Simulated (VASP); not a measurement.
Write the native input for VASP 6.6.1 that does the following.

```yaml
Task: single point
Functional: PBE
Potentials_or_basis: VASP PAW PBE potentials, release 64 (Ca_sv, Se)
Cutoff: 500 eV
k_mesh: 2 × 2 × 2
Occupations: gaussian, width 0.01 eV
Spin: no spin polarisation
Dipole_correction: no
Further_INCAR_settings: ALGO = Normal; EDIFF = 1e-06; NBANDS = 15
```

The structure of CaSe lies in POSCAR:

```
CaSe
1.0
    0.0000000000      2.9560000000      2.9560000000
    2.9560000000      0.0000000000      2.9560000000
    2.9560000000      2.9560000000      0.0000000000
Ca Se
1 1
Direct
    0.0000000000      0.0000000000      0.0000000000
    0.5000000000      0.5000000000      0.5000000000
```

One way to write it, as run:

INCAR

```
SYSTEM = CaSe
PREC = Accurate ; ENCUT = 500
EDIFF = 1E-6 ; ISMEAR = 0
SIGMA = 0.01 ; LREAL = .False.
LASPH = .True. ; NELM = 120
ALGO = Normal ; ISIF = 2
LWAVE = .False. ; LCHARG = .True.
GGA = PE ; LELF = .True.
LVHAR = .True. ; NBANDS = 15
GGA_COMPAT = .False.
```

KPOINTS

```
regular mesh
0
Gamma
  2 2 2
  0 0 0
```

Potentials or basis: VASP PAW PBE potentials, release 64 (Ca_sv, Se).

The run is started by

```console
$ cat potpaw_PBE.64/Ca_sv/POTCAR potpaw_PBE.64/Se/POTCAR > POTCAR
$ mpirun -np 1 vasp_std > vasp.out
```

It gave:

```yaml
Pressure: 4.7 GPa
Band_gap_on_the_k_mesh: 1.83 eV (least direct gap 2.79 eV)
```

Caveat: the k points lie up to 0.92 Å⁻¹ apart, too coarse for converged energies, forces and pressures.

Wall time 12 s on 1 thread of Intel Xeon 8259CL, with other jobs on the host, peak memory 0.16 GiB.
